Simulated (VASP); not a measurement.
Write the native input for VASP 6.6.1 that does the following.

```yaml
Task: dielectric tensor
Functional: RPBE
Potentials_or_basis: VASP PAW PBE potentials, release 64 (Si)
Cutoff: 400 eV
k_mesh: 8 × 8 × 8
Occupations: gaussian, width 0.01 eV
Spin: no spin polarisation
Dipole_correction: no
Further_INCAR_settings: ALGO = Normal; EDIFF = 1e-08
```

The structure of Si lies in POSCAR:

```
Si
1.0
    0.0000000000      2.7218511850      2.7218511850
    2.7218511850      0.0000000000      2.7218511850
    2.7218511850      2.7218511850      0.0000000000
Si
2
Direct
    1.0000000000      1.0000000000      1.0000000000
    0.2500000000      0.2500000000      0.2500000000
```

The input as run:

INCAR

```
SYSTEM = Si
  PREC = Accurate
  ENCUT = 400
  EDIFF = 1E-8
  ISMEAR = 0
  SIGMA = 0.01
  LREAL = .False.
  LASPH = .True.
  NELM = 120
  ALGO = Normal
  ISIF = 2
  LWAVE = .False.
  LCHARG = .False.
  GGA = RP
  LEPSILON = .True.
  GGA_COMPAT = .False.
```

KPOINTS

```
regular mesh
0
Gamma
  8 8 8
  0 0 0
```

Potentials or basis: VASP PAW PBE potentials, release 64 (Si).

Command:

```console
$ cat potpaw_PBE.64/Si/POTCAR > POTCAR
$ mpirun -np 1 vasp_std > vasp.out
```

Results of the run:

The band gap on the k mesh is 0.68 eV (least direct gap 2.57 eV) and the electronic dielectric tensor (diagonal) is 13.73. The born charges (mean of the diagonal) is Si +0.00 e.

Caveat: the gap is small at this level, which inflates the dielectric constant.

Wall time 2.7 min on 1 thread of Intel(R) Xeon(R) Platinum 8375C CPU @ 2.90GHz (Ice Lake), on a shared host, peak memory 0.16 GiB.
